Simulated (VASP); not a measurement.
# KBr (P6_3/mmc) in VASP: relaxation of cell and atoms with LDA

Aim: the relaxation of cell and atoms of KBr with LDA.

All numbers are computed with VASP 6.6.1; they aren't measurements. Logs are shortened: lines on timing, memory, paths and dates and some standing lists are left out, and cuts for length are marked.

**1. The cell of the first run**

Symmetry: P6_3/mmc, No. 194, hexagonal system. The conventional cell has a = 4.642 Å, b = 4.642 Å, c = 8.108 Å, α = 90.00°, β = 90.00°, γ = 120.00°. Within 4.4 Å of K (site symmetry -3m) lie 6 Br at 3.36 Å and 2 K at 4.05 Å. Br (site symmetry -6m2) has 6 K at 3.36 Å within 4.4 Å.

**2. Relaxation of cell and atoms, LDA**

Contents of INCAR:

```
SYSTEM = KBr
ALGO = Normal
EDIFF = 1E-7
EDIFFG = -0.005
ENCUT = 600
GGA = CA
IBRION = 2
ISIF = 3
ISMEAR = -1
LASPH = .TRUE.
LCHARG = .FALSE.
LREAL = .FALSE.
LWAVE = .FALSE.
NELM = 100
NSW = 80
PREC = Accurate
SIGMA = 0.02
```

Contents of KPOINTS:

```
k-points
0
G
  6 6 4
  0 0 0
```

Contents of POSCAR:

```
KBr
1.0
    4.6423870227      0.0000000000      0.0000000000
   -2.3211935114      4.0204250959      0.0000000000
    0.0000000000      0.0000000000      8.1076706831
K Br
2 2
Direct
    0.0000000000      0.0000000000      0.0000000000
    0.0000000000      0.0000000000      0.5000000000
    0.3333333333      0.6666666667      0.2500000000
    0.6666666667      0.3333333333      0.7500000000
```

Potentials or basis: VASP PAW LDA potentials, release 64 (K_sv, Br).

On the command line:

```console
$ cat potpaw_LDA.64/K_sv/POTCAR potpaw_LDA.64/Br/POTCAR > POTCAR
$ mpirun -np 1 vasp_std > vasp.out
```

OUTCAR:

```text
SYSTEM = KBr
   EDIFF = 1E-7
   EDIFFG = -0.005
   ENCUT = 600
   GGA = CA
   IBRION = 2
   ISIF = 3
   ISMEAR = -1
   LASPH = .TRUE.
   LREAL = .FALSE.
   NELM = 100
   NSW = 80
   PREC = Accurate

 ion  position               nearest neighbor table
   1  0.000  0.000  0.000-
   2  0.000  0.000  0.500-
   3  0.333  0.667  0.250-
   4  0.667  0.333  0.750-

  LATTYP: Found a hexagonal cell.
 ALAT       =     4.6423870227
 C/A-ratio  =     1.7464443708

  Lattice vectors:

 A1 = (   4.6423870227,   0.0000000000,   0.0000000000)
 A2 = (  -2.3211935114,   4.0204250959,   0.0000000000)
 A3 = (   0.0000000000,   0.0000000000,   8.1076706831)

Analysis of symmetry for initial positions (statically):
=====================================================================
 Subroutine PRICEL returns:
 Original cell was already a primitive cell.

 Routine SETGRP: Setting up the symmetry group for a
 hexagonal supercell.

 Subroutine GETGRP returns: Found 24 space group operations
 (whereof 12 operations were pure point group operations)
 out of a pool of 24 trial point group operations.

The static configuration has the point symmetry D_3d.
 The point group associated with its full space group is D_6h.

Analysis of symmetry for dynamics (positions and initial velocities):
=====================================================================
 Subroutine PRICEL returns:
 Original cell was already a primitive cell.

 Routine SETGRP: Setting up the symmetry group for a
 hexagonal supercell.

 Subroutine GETGRP returns: Found 24 space group operations
 (whereof 12 operations were pure point group operations)
 out of a pool of 24 trial point group operations.

The dynamic configuration has the point symmetry D_3d.
 The point group associated with its full space group is D_6h.

 Subroutine INISYM returns: Found 24 space group operations
 (whereof 12 operations are pure point group operations),
 and found     1 'primitive' translations

----------------------------------------------------------------------------------------

                                     Primitive cell

  volume of cell :     151.3246

  direct lattice vectors                    reciprocal lattice vectors
     4.642387023  0.000000000  0.000000000     0.215406427  0.124364958  0.000000000
    -2.321193511  4.020425096  0.000000000     0.000000000  0.248729917  0.000000000
     0.000000000  0.000000000  8.107670683     0.000000000  0.000000000  0.123339987

  length of vectors
     4.642387023  4.642387023  8.107670683     0.248729917  0.248729917  0.123339987

  position of ions in fractional coordinates (direct lattice)
     0.000000000  0.000000000  0.000000000
     0.000000000  0.000000000  0.500000000
     0.333333333  0.666666667  0.250000000
     0.666666667  0.333333333  0.750000000

  ion indices of the primitive-cell ions
   primitive index   ion index
                 1           1
                 2           2
                 3           3
                 4           4

----------------------------------------------------------------------------------------

 KPOINTS: k-points

Automatic generation of k-mesh.
 Grid dimensions read from file:
 generate k-points for:    6    6    4

 Generating k-lattice:

  Cartesian coordinates                     Fractional coordinates (reciprocal lattice)
     0.035901071  0.020727493  0.000000000     0.166666667  0.000000000  0.000000000
     0.000000000  0.041454986  0.000000000     0.000000000  0.166666667  0.000000000
     0.000000000  0.000000000  0.030834997     0.000000000  0.000000000  0.250000000

  Length of vectors
     0.041454986  0.041454986  0.030834997

  Shift w.r.t. Gamma in fractional coordinates (k-lattice)
     0.000000000  0.000000000  0.000000000

 Subroutine IBZKPT returns following result:
 ===========================================

 Found     21 irreducible k-points:

 Following reciprocal coordinates:
            Coordinates               Weight
  0.000000  0.000000  0.000000      1.000000
  0.166667  0.000000  0.000000      6.000000
  0.333333  0.000000  0.000000      6.000000
  0.500000  0.000000  0.000000      3.000000
  0.166667  0.166667  0.000000      6.000000
  0.333333  0.166667  0.000000     12.000000
[... 13 lines left out ...]
  0.333333  0.166667  0.500000     12.000000
  0.333333  0.333333  0.500000      2.000000
   k-points           NKPTS =     21   k-points in BZ     NKDIM =     21   number of bands    NBANDS=     20
   number of dos      NEDOS =    301   number of ions     NIONS =      4
   total plane-waves  NPLWV = 112000
   dimension x,y,z NGX =    40 NGY =   40 NGZ =   70
   dimension x,y,z NGXF=    80 NGYF=   80 NGZF=  140
   ions per type =               2   2
   NGX,Y,Z   is equivalent  to a cutoff of  14.32, 14.32, 14.35 a.u.
   NGXF,Y,Z  is equivalent  to a cutoff of  28.65, 28.65, 28.71 a.u.
 SYSTEM =  KBr
   PREC   = accura    normal or accurate (medium, high low for compatibility)
   ISTART =      0    job   : 0-new  1-cont  2-samecut
   ICHARG =      2    charge: 1-file 2-atom 10-const
   ISPIN  =      1    spin polarized calculation?
   LNONCOLLINEAR =      F non collinear calculations
   LSORBIT =      F    spin-orbit coupling
   LASPH  =      T    aspherical Exc in radial PAW
   ENCUT  =  600.0 eV  44.10 Ry    6.64 a.u.   9.27  9.27 16.19*2*pi/ulx,y,z
   NELM   =    100;   NELMIN=  2; NELMDL= -5     # of ELM steps
   EDIFF  = 0.1E-06   stopping-criterion for ELM
   LREAL  =      F    real-space projection
   EDIFFG = -.5E-02   stopping-criterion for IOM
   NSW    =     80    number of steps for IOM
   IBRION =      2    ionic relax: 0-MD 1-quasi-New 2-CG
   NFREE  =      1    steps in history (QN), initial steepest desc. (CG)
   ISIF   =      3    stress and relaxation
   ISYM   =      2    0-nonsym 1-usesym 2-fastsym
   POTIM  = 0.5000    time-step for ionic-motion
   TEBEG  =    0.0;   TEEND  =   0.0 temperature during run
   PSTRESS=    0.0 pullay stress
   NELECT =      32.0000    total number of electrons
   NUPDOWN=      -1.0000    fix difference up-down
   EMIN   =  10.00;   EMAX   =-10.00  energy-range for DOS
   EFERMI =   0.00;   METHOD = LEGACY
   ISMEAR =    -1;   SIGMA  =   0.02  broadening in eV -4-tet -1-fermi 0-gaus
   EFERMI_NEDOS =   21; number of points for ismear=-14 and -15
   IALGO  =     38    algorithm
   IMIX   =      4    mixing-type and parameters
     AMIX     =   0.40;   BMIX     =  1.00
     AMIX_MAG =   1.60;   BMIX_MAG =  1.00
  volume/ion in A,a.u.               =      37.83       255.30
  Fermi-wavevector in a.u.,A,eV,Ry     =   0.975338  1.843121 12.943000  0.951284
  Thomas-Fermi vector in A             =   2.105869
   LORBIT       =      0    0 simple, 1 ext, 2 COOP (PROOUT), +10 PAW based schemes
   GGA     = CA    functional components
   LHFCALC =     F    Hartree Fock is set to
   AEXX    =    0.0000 exact exchange contribution
   IVDW    =     0    specifies the selected vdW correction
   LEPSILON=     F    determine dielectric tensor
   LRPA    =     F    only Hartree local field effects (RPA)
 conjugate gradient relaxation of ions
 non-spin polarized calculation
  energy-cutoff  :      600.00
  volume of cell :      151.32
 maximum number of plane-waves:      5085
 NGX is ok and might be reduce to    40
   NGX = 19   NGY = 19   NGZ = 33

--------------------------------------- Ionic step        1  -------------------------------------------

 number of electron      32.0000002 magnetization

 Free energy of the ion-electron system (eV)
  ---------------------------------------------------
  ext. energy  EPLUGINS =         0.00000000
  ---------------------------------------------------
  free energy    TOTEN  =       -13.41300239 eV

  energy without entropy =      -13.41300239  energy(sigma->0) =      -13.41300239

------------------------ aborting loop because EDIFF is reached ----------------------------------------

  FORCE on cell =-STRESS in cart. coord.  units (eV):
  Direction    XX          YY          ZZ          XY          YZ          ZX
  --------------------------------------------------------------------------------------
  -------------------------------------------------------------------------------------
  Total       -1.9274899     -1.9274899     -1.9937307      0.0000000      0.0000000      0.0000000
  in kB      -20.4076629    -20.4076629    -21.1090002      0.0000000      0.0000000      0.0000000
  external PRESSURE =     -20.6414420 kB  Pullay stress =       0.0000000 kB

 VOLUME and BASIS-vectors are now :
 -----------------------------------------------------------------------------
  energy-cutoff  :      600.00
  volume of cell :      151.32
      direct lattice vectors                 reciprocal lattice vectors
     4.642387023  0.000000000  0.000000000     0.215406427  0.124364958  0.000000000
    -2.321193511  4.020425096  0.000000000     0.000000000  0.248729917  0.000000000
     0.000000000  0.000000000  8.107670683     0.000000000  0.000000000  0.123339987

 POSITION                                       TOTAL-FORCE (eV/Angst)
 -----------------------------------------------------------------------------------
      0.00000      0.00000      0.00000         0.000000      0.000000      0.000000
      0.00000      0.00000      4.05384         0.000000      0.000000      0.000000
     -0.00000      2.68028      2.02692         0.000000      0.000000      0.000000
      2.32119      1.34014      6.08075        -0.000000      0.000000     -0.000000
 -----------------------------------------------------------------------------------
    total drift:                                0.000000      0.000000     -0.000000

  FREE ENERGIE OF THE ION-ELECTRON SYSTEM (eV)
  ---------------------------------------------------
  free  energy   TOTEN  =       -13.4130023861 eV
[... 245 lines left out ...]
 VOLUME and BASIS-vectors are now :
 -----------------------------------------------------------------------------
  energy-cutoff  :      600.00
  volume of cell :      130.50
      direct lattice vectors                 reciprocal lattice vectors
     4.401979582  0.000000000  0.000000000     0.227170522  0.131156962  0.000000000
    -2.200989791  3.812226145 -0.000000000    -0.000000000  0.262313924 -0.000000000
    -0.000000000  0.000000000  7.776310422    -0.000000000  0.000000000  0.128595689

 POSITION                                       TOTAL-FORCE (eV/Angst)
 -----------------------------------------------------------------------------------
      0.00000      0.00000      0.00000        -0.000000     -0.000000      0.000000
     -2.20099      3.81223      3.88816        -0.000000     -0.000000      0.000000
     -0.00000      2.54148      1.94408         0.000000     -0.000000     -0.000000
      2.20099      1.27074      5.83223        -0.000000      0.000000      0.000000
 -----------------------------------------------------------------------------------
    total drift:                                0.000000      0.000000     -0.000000

  FREE ENERGIE OF THE ION-ELECTRON SYSTEM (eV)
  ---------------------------------------------------
  free  energy   TOTEN  =       -13.5698538930 eV

  energy  without entropy=      -13.5698538930  energy(sigma->0) =      -13.56985389

--------------------------------------- Ionic step        9  -------------------------------------------

 number of electron      32.0000000 magnetization

 Free energy of the ion-electron system (eV)
  ---------------------------------------------------
  ext. energy  EPLUGINS =         0.00000000
  ---------------------------------------------------
  free energy    TOTEN  =       -13.56987324 eV

  energy without entropy =      -13.56987324  energy(sigma->0) =      -13.56987324

 E-fermi :  -0.9366     XC(G=0):  -8.2844

 val. band max:       -1.3866971134   @ k =   0.0000   0.0000   0.0000
 cond. band min:       2.8351963807   @ k =   0.0000   0.0000   0.0000
 fundamental gap:      4.2218934941
 Fermi energy:        -0.9365666679

 k-point     1 :       0.0000    0.0000    0.0000
  band No.  band energies     occupation
      1     -28.7841      2.00000
      2     -28.7639      2.00000
      3     -14.1936      2.00000
      4     -13.9202      2.00000
      5     -12.5083      2.00000
      6     -12.5083      2.00000
[... 12 lines left out ...]
     19       5.0573      0.00000
     20       6.2344      0.00000

 k-point     2 :       0.1667    0.0000    0.0000
  band No.  band energies     occupation
      1     -28.7816      2.00000
      2     -28.7618      2.00000
      3     -14.1205      2.00000
      4     -13.9628      2.00000
      5     -12.5182      2.00000
      6     -12.5082      2.00000
[... 462 lines left out ...]
 VOLUME and BASIS-vectors are now :
 -----------------------------------------------------------------------------
  energy-cutoff  :      600.00
  volume of cell :      130.22
      direct lattice vectors                 reciprocal lattice vectors
     4.398963293  0.000000000 -0.000000000     0.227326289  0.131246894  0.000000000
    -2.199481647  3.809613963 -0.000000000    -0.000000000  0.262493788 -0.000000000
    -0.000000000  0.000000000  7.770578849     0.000000000  0.000000000  0.128690542

 POSITION                                       TOTAL-FORCE (eV/Angst)
 -----------------------------------------------------------------------------------
      2.19948      3.80961     -0.00000         0.000000     -0.000000      0.000000
      4.39896      0.00000      3.88529         0.000000     -0.000000      0.000000
     -0.00000      2.53974      1.94264        -0.000000     -0.000000      0.000000
      2.19948      1.26987      5.82793         0.000000      0.000000     -0.000000
 -----------------------------------------------------------------------------------
    total drift:                                0.000000     -0.000000     -0.000000

  FREE ENERGIE OF THE ION-ELECTRON SYSTEM (eV)
  ---------------------------------------------------
  free  energy   TOTEN  =       -13.5698732357 eV

  energy  without entropy=      -13.5698732357  energy(sigma->0) =      -13.56987324

 reached required accuracy - stopping structural energy minimisation
```

It took 4.2 min on 1 thread of Intel Xeon 6975P-C (Granite Rapids), shared host; peak memory 0.31 GiB.

What came out:

* Free energy: -13.5699 eV
* Relaxed volume: 32.56 Å³/atom
* Relaxed cell: a = 4.399 Å, b = 4.399 Å, c = 7.771 Å, α = 90.00°, β = 90.00°, γ = 120.00°
* Space group after relaxing (to 0.1 Å): P6_3/mmc (No. 194)
* Energy gained by relaxing: 39.2 meV/atom
* Ionic steps: 9
* Pressure after relaxing: 0.0 GPa
* Band gap on the k mesh: 4.22 eV

The path:
| step | energy change (eV) | largest force (eV/Å) | pressure (GPa) | volume (Å³) |
| --- | --- | --- | --- | --- |
| 1 | 0.0000 | 0.0000 | -2.06 | 151.32 |
| 2 | -0.1109 | 0.0000 | -1.28 | 140.90 |
| 3 | -0.1552 | 0.0000 | -0.20 | 131.75 |
| 4 | -0.1560 | 0.0000 | 0.02 | 130.27 |
| 5 | -0.1560 | 0.0000 | -0.04 | 130.67 |
| 6 | -0.1563 | 0.0000 | -0.04 | 130.63 |
| 7 | -0.1568 | 0.0000 | -0.04 | 130.52 |
| 8 | -0.1569 | 0.0000 | -0.03 | 130.50 |
| 9 | -0.1569 | 0.0000 | 0.01 | 130.22 |

Final structure:
```cif
data_structure
_symmetry_space_group_name_H-M 'P 1'
_symmetry_Int_Tables_number 1
_cell_length_a 4.3990
_cell_length_b 4.3990
_cell_length_c 7.7706
_cell_angle_alpha 90.000
_cell_angle_beta 90.000
_cell_angle_gamma 120.000
_cell_volume 130.22
loop_
_atom_site_label
_atom_site_type_symbol
_atom_site_fract_x
_atom_site_fract_y
_atom_site_fract_z
_atom_site_occupancy
K1 K 0.00000 0.00000 0.00000 1
K2 K 0.00000 0.00000 0.50000 1
Br1 Br 0.33333 0.66667 0.25000 1
Br2 Br 0.66667 0.33333 0.75000 1
```

Levels at points of the mesh, in eV from the valence-band top:
```tsv
k point	band 14	band 15	band 16	band 17	band 18	band 19
(0.00, 0.00, 0.00)	-0.21	0.00	0.00	4.22	6.28	6.44
(0.50, 0.00, 0.00)	-0.64	-0.48	-0.32	5.67	6.73	6.79
(0.00, 0.00, 0.50)	-0.19	-0.19	-0.19	5.56	5.56	7.05
(0.50, 0.00, 0.50)	-0.58	-0.40	-0.40	6.35	6.35	6.74
```

A k mesh can miss the band edges.
